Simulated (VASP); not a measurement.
# GeAs5 (P6/mmm) in VASP: single point with PBE

Aim: the single point of GeAs5 with PBE.

Everything below comes from runs of VASP 6.6.1. Logs are shortened: lines on timing, memory, paths and dates and some standing lists are left out, and cuts for length are marked.

## 1. The cell of the first run

It takes space group P6/mmm (No. 191, hexagonal). The conventional cell has a = 4.851 Å, b = 4.851 Å, c = 9.734 Å, α = 90.00°, β = 90.00°, γ = 120.00°. Within 3.4 Å of Ge (site symmetry 6/mmm) lie 8 As at 2.59 to 2.80 Å. As (site symmetry 6/mmm) has 2 As at 2.28 Å within 3.0 Å. Within 3.9 Å of As (site symmetry -6m2) lie 9 As at 2.80 to 3.81 Å and 3 Ge at 2.80 Å. As (site symmetry 6mm) has 1 As at 2.28 Å and 1 Ge at 2.59 Å within 3.0 Å.

## 2. Single point, PBE

POSCAR reads:

```
GeAs5
1.0
    4.8513979881      0.0000000000      0.0000000000
   -2.4256989941      4.2014339015      0.0000000000
    0.0000000000      0.0000000000      9.7342748584
Ge As
1 5
Direct
    0.0000000000      0.0000000000      0.0000000000
    0.0000000000      0.0000000000      0.5000000000
    0.3333333333      0.6666666667      0.0000000000
    0.6666666667      0.3333333333      0.0000000000
    0.0000000000      0.0000000000      0.7340867037
    0.0000000000      0.0000000000      0.2659132963
```

INCAR.step1 reads:

```
  PREC = Accurate
  ENCUT = 520
  EDIFF = 1E-7
  ISMEAR = 0
  SIGMA = 0.1
  LREAL = False
  LASPH = True
  NELM = 60
  ALGO = Fast
  ISIF = 2
  LWAVE = False
  LCHARG = True
  GGA = PE
  NBANDS = 28
```

KPOINTS.step1 reads:

```
Automatic mesh
0
Gamma
  12 12 4
```

INCAR.step2 reads:

```
  PREC = Accurate
  ENCUT = 520
  EDIFF = 1E-7
  ISMEAR = -5
  SIGMA = 0.1
  LREAL = False
  LASPH = True
  NELM = 60
  ALGO = Fast
  ISIF = 2
  LWAVE = False
  LCHARG = False
  GGA = PE
  LORBIT = 11
  NBANDS = 28
  NEDOS = 2001
  ICHARG = 11
```

KPOINTS.step2 reads:

```
Automatic mesh
0
Gamma
  18 18 6
```

Potentials or basis: VASP PAW PBE potentials, release 64 (Ge_d, As).

On the command line:

```sh
$ cat potpaw_PBE.64/Ge_d/POTCAR potpaw_PBE.64/As/POTCAR > POTCAR
$ cp INCAR.step1 INCAR
$ cp KPOINTS.step1 KPOINTS
$ mpirun -np 1 vasp_std > vasp.out
$ cp INCAR.step2 INCAR
$ cp KPOINTS.step2 KPOINTS
$ mpirun -np 1 vasp_std > vasp.out
```

OUTCAR:

```text
PREC = Accurate
   ENCUT = 520
   EDIFF = 1E-7
   ISMEAR = -5
   LREAL = False
   LASPH = True
   NELM = 60
   ISIF = 2
   GGA = PE
   LORBIT = 11
   ICHARG = 11

 ion  position               nearest neighbor table
   1  0.000  0.000  0.000-   5 2.59   6 2.59   3 2.80   4 2.80   3 2.80   4 2.80   4 2.80   3 2.80

   2  0.000  0.000  0.500-   5 2.28   6 2.28
   3  0.333  0.667  0.000-   4 2.80   4 2.80   1 2.80   1 2.80   1 2.80   4 2.80
   4  0.667  0.333  0.000-   3 2.80   3 2.80   1 2.80   1 2.80   1 2.80   3 2.80
   5  0.000  0.000  0.734-   2 2.28   1 2.59
   6  0.000  0.000  0.266-   2 2.28   1 2.59

  LATTYP: Found a hexagonal cell.
 ALAT       =     4.8513979881
 C/A-ratio  =     2.0064886209

  Lattice vectors:

 A1 = (   4.8513979881,   0.0000000000,   0.0000000000)
 A2 = (  -2.4256989941,   4.2014339015,   0.0000000000)
 A3 = (   0.0000000000,   0.0000000000,   9.7342748584)

Analysis of symmetry for initial positions (statically):
=====================================================================
 Subroutine PRICEL returns:
 Original cell was already a primitive cell.

 Routine SETGRP: Setting up the symmetry group for a
 hexagonal supercell.

 Subroutine GETGRP returns: Found 24 space group operations
 (whereof 24 operations were pure point group operations)
 out of a pool of 24 trial point group operations.

The static configuration has the point symmetry D_6h.

Analysis of symmetry for dynamics (positions and initial velocities):
=====================================================================
 Subroutine PRICEL returns:
 Original cell was already a primitive cell.

 Routine SETGRP: Setting up the symmetry group for a
 hexagonal supercell.

 Subroutine GETGRP returns: Found 24 space group operations
 (whereof 24 operations were pure point group operations)
 out of a pool of 24 trial point group operations.

The dynamic configuration has the point symmetry D_6h.

 Subroutine INISYM returns: Found 24 space group operations
 (whereof 24 operations are pure point group operations),
 and found     1 'primitive' translations

----------------------------------------------------------------------------------------

                                     Primitive cell

  volume of cell :     198.4120

  direct lattice vectors                    reciprocal lattice vectors
     4.851397988  0.000000000  0.000000000     0.206126152  0.119006989  0.000000000
    -2.425698994  4.201433901  0.000000000     0.000000000  0.238013979  0.000000000
     0.000000000  0.000000000  9.734274858     0.000000000  0.000000000  0.102729789

  length of vectors
     4.851397988  4.851397988  9.734274858     0.238013979  0.238013979  0.102729789

  position of ions in fractional coordinates (direct lattice)
     0.000000000  0.000000000  0.000000000
     0.000000000  0.000000000  0.500000000
     0.333333333  0.666666667  0.000000000
     0.666666667  0.333333333  0.000000000
     0.000000000  0.000000000  0.734086704
     0.000000000  0.000000000  0.265913296

  ion indices of the primitive-cell ions
   primitive index   ion index
                 1           1
                 2           2
                 3           3
                 4           4
                 5           5
                 6           6

----------------------------------------------------------------------------------------

 KPOINTS: Automatic mesh

Automatic generation of k-mesh.
 Grid dimensions read from file:
 generate k-points for:   18   18    6

 Generating k-lattice:

  Cartesian coordinates                     Fractional coordinates (reciprocal lattice)
     0.011451453  0.006611499  0.000000000     0.055555556  0.000000000  0.000000000
     0.000000000  0.013222999  0.000000000     0.000000000  0.055555556  0.000000000
     0.000000000  0.000000000  0.017121631     0.000000000  0.000000000  0.166666667

  Length of vectors
     0.013222999  0.013222999  0.017121631

  Shift w.r.t. Gamma in fractional coordinates (k-lattice)
     0.000000000  0.000000000  0.000000000

 TETIRR: Found   1977 inequivalent tetrahedra from    11664

 Subroutine IBZKPT returns following result:
 ===========================================

 Found    148 irreducible k-points:

 Following reciprocal coordinates:
            Coordinates               Weight
  0.000000  0.000000  0.000000      1.000000
  0.055556 -0.000000  0.000000      6.000000
  0.111111 -0.000000  0.000000      6.000000
  0.166667 -0.000000  0.000000      6.000000
  0.222222 -0.000000  0.000000      6.000000
  0.277778 -0.000000  0.000000      6.000000
[... 16 lines left out ...]
  0.333333  0.111111  0.000000     12.000000
  0.388889  0.111111  0.000000     12.000000
 [... further k-points ...]
   k-points           NKPTS =    148   k-points in BZ     NKDIM =    148   number of bands    NBANDS=     28
   number of dos      NEDOS =   2001   number of ions     NIONS =      6
   total plane-waves  NPLWV =  93312
   dimension x,y,z NGX =    36 NGY =   36 NGZ =   72
   dimension x,y,z NGXF=    72 NGYF=   72 NGZF=  144
   ions per type =               1   5
   NGX,Y,Z   is equivalent  to a cutoff of  12.34, 12.34, 12.30 a.u.
   NGXF,Y,Z  is equivalent  to a cutoff of  24.67, 24.67, 24.59 a.u.
 SYSTEM =  unknown system
   PREC   = accura    normal or accurate (medium, high low for compatibility)
   ISTART =      0    job   : 0-new  1-cont  2-samecut
   ICHARG =     11    charge: 1-file 2-atom 10-const
   ISPIN  =      1    spin polarized calculation?
   LNONCOLLINEAR =      F non collinear calculations
   LSORBIT =      F    spin-orbit coupling
   LASPH  =      T    aspherical Exc in radial PAW
   ENCUT  =  520.0 eV  38.22 Ry    6.18 a.u.   9.02  9.02 18.10*2*pi/ulx,y,z
   NELM   =     60;   NELMIN=  2; NELMDL=  0     # of ELM steps
   EDIFF  = 0.1E-06   stopping-criterion for ELM
   LREAL  =      F    real-space projection
   EDIFFG = 0.1E-05   stopping-criterion for IOM
   NSW    =      0    number of steps for IOM
   IBRION =     -1    ionic relax: 0-MD 1-quasi-New 2-CG
   NFREE  =      0    steps in history (QN), initial steepest desc. (CG)
   ISIF   =      2    stress and relaxation
   ISYM   =      2    0-nonsym 1-usesym 2-fastsym
   POTIM  = 0.5000    time-step for ionic-motion
   TEBEG  =    0.0;   TEEND  =   0.0 temperature during run
   PSTRESS=    0.0 pullay stress
   NELECT =      39.0000    total number of electrons
   NUPDOWN=      -1.0000    fix difference up-down
   EMIN   =  10.00;   EMAX   =-10.00  energy-range for DOS
   EFERMI =   0.00;   METHOD = LEGACY
   ISMEAR =    -5;   SIGMA  =   0.10  broadening in eV -4-tet -1-fermi 0-gaus
   EFERMI_NEDOS =   21; number of points for ismear=-14 and -15
   IALGO  =     68    algorithm
   IMIX   =      4    mixing-type and parameters
     AMIX     =   0.40;   BMIX     =  1.00
     AMIX_MAG =   1.60;   BMIX_MAG =  1.00
  volume/ion in A,a.u.               =      33.07       223.16
  Fermi-wavevector in a.u.,A,eV,Ry     =   0.951861  1.798757 12.327423  0.906040
  Thomas-Fermi vector in A             =   2.080371
   LORBIT       =     11    0 simple, 1 ext, 2 COOP (PROOUT), +10 PAW based schemes
   GGA     = PE    functional components
   LHFCALC =     F    Hartree Fock is set to
   AEXX    =    0.0000 exact exchange contribution
   IVDW    =     0    specifies the selected vdW correction
   LEPSILON=     F    determine dielectric tensor
   LRPA    =     F    only Hartree local field effects (RPA)
 non-spin polarized calculation
 RMM-DIIS sequential band-by-band and
 Fermi weights with tetrahedron method with Bloechl corrections
  energy-cutoff  :      520.00
  volume of cell :      198.41
 maximum number of plane-waves:      5374

 number of electron      38.9999989 magnetization

 Free energy of the ion-electron system (eV)
  ---------------------------------------------------
  ext. energy  EPLUGINS =         0.00000000
  ---------------------------------------------------
  free energy    TOTEN  =       -22.73457931 eV

  energy without entropy =      -22.73457931  energy(sigma->0) =      -22.73457931

 E-fermi :   1.3121     XC(G=0):  -7.8426

 val. band max:        1.3745511097   @ k =   0.2222   0.1111   0.0000
 cond. band min:       1.2286364071   @ k =   0.3333   0.3333   0.3333
 fundamental gap:     -0.1459147026
 Fermi energy:         1.3121258235

 k-point     1 :       0.0000    0.0000    0.0000
  band No.  band energies     occupation
      1     -23.5456      2.00000
      2     -23.5360      2.00000
      3     -23.5360      2.00000
      4     -23.5142      2.00000
      5     -23.5142      2.00000
      6     -12.1967      2.00000
[... 20 lines left out ...]
     27       5.1939      0.00000
     28       7.7372      0.00000

 k-point     2 :       0.0556   -0.0000    0.0000
  band No.  band energies     occupation
      1     -23.5456      2.00000
      2     -23.5361      2.00000
      3     -23.5360      2.00000
      4     -23.5142      2.00000
      5     -23.5142      2.00000
      6     -12.1735      2.00000
[... 20 lines left out ...]
     27       5.2602      0.00000
     28       7.6068      0.00000

 k-point     3 :       0.1111   -0.0000    0.0000
  band No.  band energies     occupation
      1     -23.5454      2.00000
      2     -23.5361      2.00000
      3     -23.5359      2.00000
      4     -23.5142      2.00000
      5     -23.5142      2.00000
      6     -12.1042      2.00000
[... 20 lines left out ...]
     27       5.4498      0.00000
     28       7.6327      0.00000

 k-point     4 :       0.1667   -0.0000    0.0000
  band No.  band energies     occupation
      1     -23.5453      2.00000
      2     -23.5362      2.00000
      3     -23.5357      2.00000
      4     -23.5142      2.00000
      5     -23.5142      2.00000
      6     -11.9900      2.00000
[... 20 lines left out ...]
     27       5.7317      0.00000
     28       7.3649      0.00000

 k-point     5 :       0.2222   -0.0000    0.0000
  band No.  band energies     occupation
      1     -23.5451      2.00000
      2     -23.5362      2.00000
      3     -23.5354      2.00000
      4     -23.5143      2.00000
      5     -23.5142      2.00000
      6     -11.8334      2.00000
[... 20 lines left out ...]
     27       6.0421      0.00000
     28       7.1248      0.00000

 k-point     6 :       0.2778   -0.0000    0.0000
  band No.  band energies     occupation
      1     -23.5448      2.00000
      2     -23.5363      2.00000
      3     -23.5351      2.00000
      4     -23.5143      2.00000
      5     -23.5142      2.00000
      6     -11.6399      2.00000
[... 463 lines left out ...]
      5     -23.5142      2.00000
      6     -11.5781      2.00000
[... 20 lines left out ...]
     27       5.6506      0.00000
     28       6.5173      0.00000

 k-point    22 :       0.2778    0.1111    0.0000
  band No.  band energies     occupation
      1     -23.5446      2.00000
      2     -23.5363      2.00000
      3     -23.5349      2.00000
      4     -23.5144      2.00000
      5     -23.5142      2.00000
      6     -11.3697      2.00000
[... 20 lines left out ...]
     27       4.8777      0.00000
     28       6.6379      0.00000

 k-point    23 :       0.3333    0.1111    0.0000
  band No.  band energies     occupation
      1     -23.5444      2.00000
      2     -23.5363      2.00000
      3     -23.5348      2.00000
      4     -23.5144      2.00000
      5     -23.5142      2.00000
      6     -11.1807      2.00000
[... 20 lines left out ...]
     27       4.9119      0.00000
     28       6.5686      0.00000

 k-point    24 :       0.3889    0.1111    0.0000
  band No.  band energies     occupation
      1     -23.5443      2.00000
      2     -23.5363      2.00000
      3     -23.5347      2.00000
      4     -23.5145      2.00000
      5     -23.5142      2.00000
      6     -11.0648      2.00000
[... 20 lines left out ...]
     27       5.5294      0.00000
     28       5.9439      0.00000

 [... further k-points ...]

------------------------ aborting loop because EDIFF is reached ----------------------------------------

  FORCE on cell =-STRESS in cart. coord.  units (eV):
  Direction    XX          YY          ZZ          XY          YZ          ZX
  --------------------------------------------------------------------------------------
  -------------------------------------------------------------------------------------
  Total        0.7942540      0.7942540      0.4287428     -0.0000000      0.0000000     -0.0000000
  in kB        6.4136015      6.4136015      3.4620984     -0.0000000      0.0000000     -0.0000000
  external PRESSURE =       5.4297671 kB  Pullay stress =       0.0000000 kB

 VOLUME and BASIS-vectors are now :
 -----------------------------------------------------------------------------
  energy-cutoff  :      520.00
  volume of cell :      198.41
      direct lattice vectors                 reciprocal lattice vectors
     4.851397988  0.000000000  0.000000000     0.206126152  0.119006989  0.000000000
    -2.425698994  4.201433901  0.000000000     0.000000000  0.238013979  0.000000000
     0.000000000  0.000000000  9.734274858     0.000000000  0.000000000  0.102729789

 POSITION                                       TOTAL-FORCE (eV/Angst)
 -----------------------------------------------------------------------------------
      0.00000      0.00000      0.00000        -0.000000     -0.000000      0.000000
      0.00000      0.00000      4.86714        -0.000000     -0.000000      0.000000
     -0.00000      2.80096      0.00000        -0.000000     -0.000000      0.000000
      2.42570      1.40048      0.00000         0.000000      0.000000     -0.000000
      0.00000      0.00000      7.14580        -0.000000      0.000000      0.060861
      0.00000      0.00000      2.58847        -0.000000      0.000000     -0.060861
 -----------------------------------------------------------------------------------
    total drift:                                0.000000     -0.000000      0.000000

  FREE ENERGIE OF THE ION-ELECTRON SYSTEM (eV)
  ---------------------------------------------------
  free  energy   TOTEN  =       -22.7345793140 eV

  energy  without entropy=      -22.7345793140  energy(sigma->0) =      -22.73457931

 total charge

# of ion       s       p       d       tot
------------------------------------------
    1        1.252   0.935  10.055  12.242
    2        1.288   1.386   0.046   2.720
    3        1.334   1.233   0.040   2.607
    4        1.334   1.233   0.040   2.607
    5        1.310   1.335   0.032   2.677
    6        1.310   1.335   0.032   2.677
--------------------------------------------------
tot          7.829   7.458  10.245  25.532
```

Wall time 36 min (1 thread of Oxide Virtual Turin-like, shared host); peak memory 0.76 GiB.

What came out:

```
Valence electrons inside the program's atomic spheres : Ge 12.24; As 2.72, 2.61, 2.68 (each value once)
```

Levels at points of the mesh, in eV from the Fermi level:
| k point | band 17 | band 18 | band 19 | band 20 | band 21 | band 22 |
| --- | --- | --- | --- | --- | --- | --- |
| (0.00, 0.00, 0.00) | -1.48 | -1.21 | -1.21 | -0.16 | -0.16 | 1.39 |
| (0.50, 0.00, 0.00) | -0.46 | -0.29 | 0.36 | 0.40 | 0.48 | 1.52 |
| (0.00, 0.00, 0.50) | -2.16 | -1.47 | -1.47 | 0.09 | 0.41 | 0.41 |
| (0.50, 0.00, 0.50) | -1.39 | -1.08 | -0.09 | 0.06 | 0.84 | 0.98 |

Caveat: an odd number of electrons without spin polarisation forces a metal; a magnetic or distorted state may lie lower.
